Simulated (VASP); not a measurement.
# SnSe (Pm-3m) in VASP: notebook

Runs on SnSe. Level: r2SCAN+D3(BJ). Tasks: single point.

All numbers are computed with VASP 6.6.1; they aren't measurements. Logs are shortened: lines on timing, memory, paths and dates and some standing lists are left out, and cuts for length are marked.

### Step 1. The cell of the first run

It takes space group Pm-3m (No. 221, cubic). The conventional cell has a = 3.535 Å, b = 3.535 Å, c = 3.535 Å, α = 90.00°, β = 90.00°, γ = 90.00°. Within 4.0 Å of Se (site symmetry m-3m) lie 8 Sn at 3.06 Å and 6 Se at 3.53 Å. Within 4.0 Å of Sn (site symmetry m-3m) lie 8 Se at 3.06 Å and 6 Sn at 3.53 Å.

### Step 2. Single point, r2SCAN+D3(BJ) (22.08 Å³/atom)

File POSCAR:

```
SnSe
1.0
    3.5346456088      0.0000000000      0.0000000000
    0.0000000000      3.5346456088      0.0000000000
    0.0000000000      0.0000000000      3.5346456088
Se Sn
1 1
Direct
    0.0000000000      0.0000000000      0.0000000000
    0.5000000000      0.5000000000      0.5000000000
```

File INCAR.step1:

```
SYSTEM = SnSe
PREC = Accurate ; ENCUT = 520
ISMEAR = 0 ; SIGMA = 0.05
LREAL = .False. ; LASPH = .True.
NELM = 80 ; NBANDS = 17
GGA = PE ; ALGO = Normal
EDIFF = 1E-4 ; LWAVE = .True.
LCHARG = .False.
```

File INCAR.step2:

```
SYSTEM = SnSe
PREC = Accurate ; ENCUT = 520
EDIFF = 1E-7 ; ISMEAR = 0
SIGMA = 0.05 ; LREAL = .False.
LASPH = .True. ; NELM = 80
ALGO = Normal ; ISIF = 2
LWAVE = .False. ; LCHARG = .True.
METAGGA = R2SCAN ; LMIXTAU = .True.
IVDW = 12 ; VDW_S6 = 1.0
VDW_S8 = 0.78981345 ; VDW_A1 = 0.49484001
VDW_A2 = 5.73083694 ; LELF = .True.
LVHAR = .True. ; NBANDS = 17
ISTART = 1
```

File KPOINTS:

```
Automatic mesh
0
Gamma
  10 10 10
  0 0 0
```

Potentials or basis: VASP PAW PBE potentials, release 64 (Se, Sn_d).

Run with:

```sh
> cat potpaw_PBE.64/Se/POTCAR potpaw_PBE.64/Sn_d/POTCAR > POTCAR
> cp INCAR.step1 INCAR
> mpirun -np 1 vasp_std > vasp.out
> cp INCAR.step2 INCAR
> mpirun -np 1 vasp_std > vasp.out
```

OUTCAR:

```text
SYSTEM = SnSe
   PREC = Accurate
   ENCUT = 520
   EDIFF = 1E-7
   ISMEAR = 0
   LREAL = .False.
   LASPH = .True.
   NELM = 80
   ISIF = 2
   METAGGA = R2SCAN
   IVDW = 12
   ISTART = 1
 IVDW          = 12

 ion  position               nearest neighbor table
   1  0.000  0.000  0.000-   2 3.06   2 3.06   2 3.06   2 3.06   2 3.06   2 3.06   2 3.06   2 3.06

   2  0.500  0.500  0.500-   1 3.06   1 3.06   1 3.06   1 3.06   1 3.06   1 3.06   1 3.06   1 3.06

  LATTYP: Found a simple cubic cell.
 ALAT       =     3.5346456088

  Lattice vectors:

 A1 = (   3.5346456088,   0.0000000000,   0.0000000000)
 A2 = (   0.0000000000,   3.5346456088,   0.0000000000)
 A3 = (   0.0000000000,   0.0000000000,   3.5346456088)

Analysis of symmetry for initial positions (statically):
=====================================================================
 Subroutine PRICEL returns:
 Original cell was already a primitive cell.

 Routine SETGRP: Setting up the symmetry group for a
 simple cubic supercell.

 Subroutine GETGRP returns: Found 48 space group operations
 (whereof 48 operations were pure point group operations)
 out of a pool of 48 trial point group operations.

The static configuration has the point symmetry O_h .

Analysis of symmetry for dynamics (positions and initial velocities):
=====================================================================
 Subroutine PRICEL returns:
 Original cell was already a primitive cell.

 Routine SETGRP: Setting up the symmetry group for a
 simple cubic supercell.

 Subroutine GETGRP returns: Found 48 space group operations
 (whereof 48 operations were pure point group operations)
 out of a pool of 48 trial point group operations.

The dynamic configuration has the point symmetry O_h .

 Subroutine INISYM returns: Found 48 space group operations
 (whereof 48 operations are pure point group operations),
 and found     1 'primitive' translations

----------------------------------------------------------------------------------------

                                     Primitive cell

  volume of cell :      44.1609

  direct lattice vectors                    reciprocal lattice vectors
     3.534645609  0.000000000  0.000000000     0.282913794  0.000000000  0.000000000
     0.000000000  3.534645609  0.000000000     0.000000000  0.282913794  0.000000000
     0.000000000  0.000000000  3.534645609     0.000000000  0.000000000  0.282913794

  length of vectors
     3.534645609  3.534645609  3.534645609     0.282913794  0.282913794  0.282913794

  position of ions in fractional coordinates (direct lattice)
     0.000000000  0.000000000  0.000000000
     0.500000000  0.500000000  0.500000000

  ion indices of the primitive-cell ions
   primitive index   ion index
                 1           1
                 2           2

----------------------------------------------------------------------------------------

 KPOINTS: Automatic mesh

Automatic generation of k-mesh.
 Grid dimensions read from file:
 generate k-points for:   10   10   10

 Generating k-lattice:

  Cartesian coordinates                     Fractional coordinates (reciprocal lattice)
     0.028291379  0.000000000  0.000000000     0.100000000  0.000000000  0.000000000
     0.000000000  0.028291379  0.000000000     0.000000000  0.100000000  0.000000000
     0.000000000  0.000000000  0.028291379     0.000000000  0.000000000  0.100000000

  Length of vectors
     0.028291379  0.028291379  0.028291379

  Shift w.r.t. Gamma in fractional coordinates (k-lattice)
     0.000000000  0.000000000  0.000000000

 Subroutine IBZKPT returns following result:
 ===========================================

 Found     56 irreducible k-points:

 Following reciprocal coordinates:
            Coordinates               Weight
  0.000000  0.000000  0.000000      1.000000
  0.100000  0.000000  0.000000      6.000000
  0.200000  0.000000  0.000000      6.000000
  0.300000  0.000000  0.000000      6.000000
  0.400000  0.000000  0.000000      6.000000
  0.500000  0.000000  0.000000      3.000000
[... 16 lines left out ...]
  0.200000  0.100000  0.100000     24.000000
  0.300000  0.100000  0.100000     24.000000
 [... further k-points ...]
   k-points           NKPTS =     56   k-points in BZ     NKDIM =     56   number of bands    NBANDS=     17
   number of dos      NEDOS =    301   number of ions     NIONS =      2
   total plane-waves  NPLWV =  21952
   dimension x,y,z NGX =    28 NGY =   28 NGZ =   28
   dimension x,y,z NGXF=    56 NGYF=   56 NGZF=   56
   ions per type =               1   1
   NGX,Y,Z   is equivalent  to a cutoff of  13.17, 13.17, 13.17 a.u.
   NGXF,Y,Z  is equivalent  to a cutoff of  26.34, 26.34, 26.34 a.u.
 SYSTEM =  SnSe
   PREC   = accura    normal or accurate (medium, high low for compatibility)
   ISTART =      1    job   : 0-new  1-cont  2-samecut
   ICHARG =      0    charge: 1-file 2-atom 10-const
   ISPIN  =      1    spin polarized calculation?
   LNONCOLLINEAR =      F non collinear calculations
   LSORBIT =      F    spin-orbit coupling
   LASPH  =      T    aspherical Exc in radial PAW
   ENCUT  =  520.0 eV  38.22 Ry    6.18 a.u.   6.57  6.57  6.57*2*pi/ulx,y,z
   NELM   =     80;   NELMIN=  2; NELMDL=  0     # of ELM steps
   EDIFF  = 0.1E-06   stopping-criterion for ELM
   LREAL  =      F    real-space projection
   EDIFFG = 0.1E-05   stopping-criterion for IOM
   NSW    =      0    number of steps for IOM
   IBRION =     -1    ionic relax: 0-MD 1-quasi-New 2-CG
   NFREE  =      0    steps in history (QN), initial steepest desc. (CG)
   ISIF   =      2    stress and relaxation
   ISYM   =      2    0-nonsym 1-usesym 2-fastsym
   POTIM  = 0.5000    time-step for ionic-motion
   TEBEG  =    0.0;   TEEND  =   0.0 temperature during run
   PSTRESS=    0.0 pullay stress
   NELECT =      20.0000    total number of electrons
   NUPDOWN=      -1.0000    fix difference up-down
   EMIN   =  10.00;   EMAX   =-10.00  energy-range for DOS
   EFERMI =   0.00;   METHOD = LEGACY
   ISMEAR =     0;   SIGMA  =   0.05  broadening in eV -4-tet -1-fermi 0-gaus
   EFERMI_NEDOS =   21; number of points for ismear=-14 and -15
   IALGO  =     38    algorithm
   IMIX   =      4    mixing-type and parameters
     AMIX     =   0.40;   BMIX     =  1.00
     AMIX_MAG =   1.60;   BMIX_MAG =  1.00
  volume/ion in A,a.u.               =      22.08       149.01
  Fermi-wavevector in a.u.,A,eV,Ry     =   1.257204  2.375770 21.504837  1.580561
  Thomas-Fermi vector in A             =   2.390874
   LORBIT       =      0    0 simple, 1 ext, 2 COOP (PROOUT), +10 PAW based schemes
   METAGGA = R2SCAN    functional components
   LHFCALC =     F    Hartree Fock is set to
   AEXX    =    0.0000 exact exchange contribution
   IVDW    =    12    specifies the selected vdW correction
   LEPSILON=     F    determine dielectric tensor
   LRPA    =     F    only Hartree local field effects (RPA)
 non-spin polarized calculation
 Gauss-broadening in eV      SIGMA  =   0.05
  energy-cutoff  :      520.00
  volume of cell :       44.16
 maximum number of plane-waves:      1213
 NGX is ok and might be reduce to    28
   NGX = 13   NGY = 13   NGZ = 13

 number of electron      20.0000011 magnetization

 Free energy of the ion-electron system (eV)
  ---------------------------------------------------
  ext. energy  EPLUGINS =         0.00000000
  ---------------------------------------------------
  free energy    TOTEN  =       -39.16817873 eV

  energy without entropy =      -39.16617001  energy(sigma->0) =      -39.16717437

 E-fermi :   7.6691     XC(G=0): -11.4157

 val. band max:        7.6542049553   @ k =   0.4000   0.4000   0.3000
 cond. band min:       7.6887228713   @ k =   0.5000   0.1000   0.0000
 fundamental gap:      0.0345179160
 Fermi energy:         7.6690622368

 k-point     1 :       0.0000    0.0000    0.0000
  band No.  band energies     occupation
      1     -14.7731      2.00000
      2     -14.7731      2.00000
      3     -14.6634      2.00000
      4     -14.6634      2.00000
      5     -14.6634      2.00000
      6      -7.6350      2.00000
[... 9 lines left out ...]
     16      21.0169      0.00000
     17      21.0169      0.00000

 k-point     2 :       0.1000    0.0000    0.0000
  band No.  band energies     occupation
      1     -14.7726      2.00000
      2     -14.7645      2.00000
      3     -14.6666      2.00000
      4     -14.6666      2.00000
      5     -14.6631      2.00000
      6      -7.5431      2.00000
[... 9 lines left out ...]
     16      20.7859      0.00000
     17      20.7859      0.00000

 k-point     3 :       0.2000    0.0000    0.0000
  band No.  band energies     occupation
      1     -14.7714      2.00000
      2     -14.7418      2.00000
      3     -14.6749      2.00000
      4     -14.6749      2.00000
      5     -14.6624      2.00000
      6      -7.2796      2.00000
[... 9 lines left out ...]
     16      19.5015      0.00000
     17      20.8064      0.00000

 k-point     4 :       0.3000    0.0000    0.0000
  band No.  band energies     occupation
      1     -14.7699      2.00000
      2     -14.7138      2.00000
      3     -14.6851      2.00000
      4     -14.6851      2.00000
      5     -14.6614      2.00000
      6      -6.8910      2.00000
[... 9 lines left out ...]
     16      17.8598      0.00000
     17      21.3046      0.00000
[... 343 lines left out ...]
      1     -14.7594      2.00000
      2     -14.7594      2.00000
      3     -14.6705      2.00000
      4     -14.6692      2.00000
      5     -14.6692      2.00000
      6      -7.3607      2.00000
[... 9 lines left out ...]
     16      19.8574      0.00000
     17      19.8574      0.00000

 k-point    23 :       0.2000    0.1000    0.1000
  band No.  band energies     occupation
      1     -14.7582      2.00000
      2     -14.7365      2.00000
      3     -14.6793      2.00000
      4     -14.6777      2.00000
      5     -14.6686      2.00000
      6      -7.1007      2.00000
[... 9 lines left out ...]
     16      19.1504      0.00000
     17      19.6934      0.00000

 k-point    24 :       0.3000    0.1000    0.1000
  band No.  band energies     occupation
      1     -14.7567      2.00000
      2     -14.7082      2.00000
      3     -14.6905      2.00000
      4     -14.6883      2.00000
      5     -14.6674      2.00000
      6      -6.7196      2.00000
[... 9 lines left out ...]
     16      18.7857      0.00000
     17      18.8096      0.00000

 [... further k-points ...]

------------------------ aborting loop because EDIFF is reached ----------------------------------------

 Edisp (eV)   -0.41080

 E8    (eV) :    -0.1449

  FORCE on cell =-STRESS in cart. coord.  units (eV):
  Direction    XX          YY          ZZ          XY          YZ          ZX
  --------------------------------------------------------------------------------------
  -------------------------------------------------------------------------------------
  Total       1.49465     1.49465     1.49465     0.00000     0.00000     0.00000
  in kB      54.22650    54.22650    54.22650     0.00000     0.00000     0.00000
  external pressure =       54.23 kB  Pullay stress =        0.00 kB

 VOLUME and BASIS-vectors are now :
 -----------------------------------------------------------------------------
  energy-cutoff  :      520.00
  volume of cell :       44.16
      direct lattice vectors                 reciprocal lattice vectors
     3.534645609  0.000000000  0.000000000     0.282913794  0.000000000  0.000000000
     0.000000000  3.534645609  0.000000000     0.000000000  0.282913794  0.000000000
     0.000000000  0.000000000  3.534645609     0.000000000  0.000000000  0.282913794

 POSITION                                       TOTAL-FORCE (eV/Angst)
 -----------------------------------------------------------------------------------
      0.00000      0.00000      0.00000         0.000000      0.000000      0.000000
      1.76732      1.76732      1.76732         0.000000      0.000000      0.000000
 -----------------------------------------------------------------------------------
    total drift:                                0.000000      0.000000      0.000000

  FREE ENERGIE OF THE ION-ELECTRON SYSTEM (eV)
  ---------------------------------------------------
  free  energy   TOTEN  =       -39.5789814197 eV

  energy  without entropy=      -39.5769726934  energy(sigma->0) =      -39.57797706
```

Wall time 4.3 min (1 thread of Intel Xeon 8259CL, shared host); peak memory 0.2 GiB.

What came out:

```
Free energy                : -39.5790 eV
Pressure                   : 5.4 GPa
Band gap on the k mesh     : zero (bands 10 and 11 overlap by 1.86 eV)
Dispersion energy per atom : -0.205 eV
```

Caveat: the cell stands under pressure; the PAW data sets were made with another functional, which shifts forces and pressure a little; spin-orbit coupling is left out, which moves the levels of the heavy elements.

### Step 3. Single point, r2SCAN+D3(BJ) (23.04 Å³/atom)

This run uses another cell than the first one, of 23.04 Å³/atom.

File POSCAR:

```
SnSe
1.0
    3.5851473691      0.0000000000      0.0000000000
    0.0000000000      3.5851473691      0.0000000000
    0.0000000000      0.0000000000      3.5851473691
Se Sn
1 1
Direct
    0.0000000000      0.0000000000      0.0000000000
    0.5000000000      0.5000000000      0.5000000000
```

File INCAR.step1:

```
SYSTEM = SnSe
PREC = Accurate
ENCUT = 520
ISMEAR = 0
SIGMA = 0.05
LREAL = .FALSE.
LASPH = .TRUE.
NELM = 60
NBANDS = 17
GGA = PE
ALGO = Normal
EDIFF = 1E-4
LWAVE = .TRUE.
LCHARG = .FALSE.
```

File INCAR.step2:

```
SYSTEM = SnSe
PREC = Accurate
ENCUT = 520
EDIFF = 1E-6
ISMEAR = 0
SIGMA = 0.05
LREAL = .FALSE.
LASPH = .TRUE.
NELM = 60
ALGO = Normal
ISIF = 2
LWAVE = .FALSE.
LCHARG = .FALSE.
METAGGA = R2SCAN
LMIXTAU = .TRUE.
IVDW = 12
VDW_S6 = 1.0
VDW_S8 = 0.78981345
VDW_A1 = 0.49484001
VDW_A2 = 5.73083694
NBANDS = 17
ISTART = 1
```

File KPOINTS:

```
Automatic mesh
0
G
  10 10 10
  0 0 0
```

Potentials or basis: VASP PAW PBE potentials, release 64 (Se, Sn_d).

Run with:

```sh
> cat potpaw_PBE.64/Se/POTCAR potpaw_PBE.64/Sn_d/POTCAR > POTCAR
> cp INCAR.step1 INCAR
> mpirun -np 1 vasp_std > vasp.out
> cp INCAR.step2 INCAR
> mpirun -np 1 vasp_std > vasp.out
```

It took 3.5 min on 1 thread of Intel Xeon 8259CL, shared host; peak memory 0.2 GiB.

The run converged. Its results:

- Free energy: -39.6272 eV
- Pressure: 2.4 GPa
- Band gap on the k mesh: zero (bands 10 and 11 overlap by 1.60 eV)
- Dispersion energy per atom: -0.196 eV

Levels at points of the mesh, in eV from the Fermi level:
| k point | band 6 | band 7 | band 8 | band 9 | band 10 | band 11 | band 12 | band 13 | band 14 | band 15 |
| --- | --- | --- | --- | --- | --- | --- | --- | --- | --- | --- |
| (0.00, 0.00, 0.00) | -14.88 | -5.58 | -2.31 | -2.31 | -2.31 | 4.71 | 4.71 | 6.92 | 6.92 | 6.92 |
| (0.50, 0.00, 0.00) | -13.67 | -9.12 | -0.86 | -0.86 | 0.23 | 0.75 | 3.32 | 3.32 | 6.77 | 8.18 |
| (0.50, 0.50, 0.00) | -12.79 | -6.33 | -5.73 | -5.73 | -0.39 | 4.67 | 4.67 | 5.29 | 7.21 | 9.04 |
| (0.50, 0.50, 0.50) | -12.31 | -4.42 | -3.53 | -3.53 | -3.53 | -1.27 | -1.27 | -1.27 | 15.81 | 15.81 |

Caveat: the PAW data sets were made with another functional, which shifts forces and pressure a little; spin-orbit coupling is left out, which moves the levels of the heavy elements.

The gap in the log of VASP goes by the Fermi energy; the results here count the filled bands.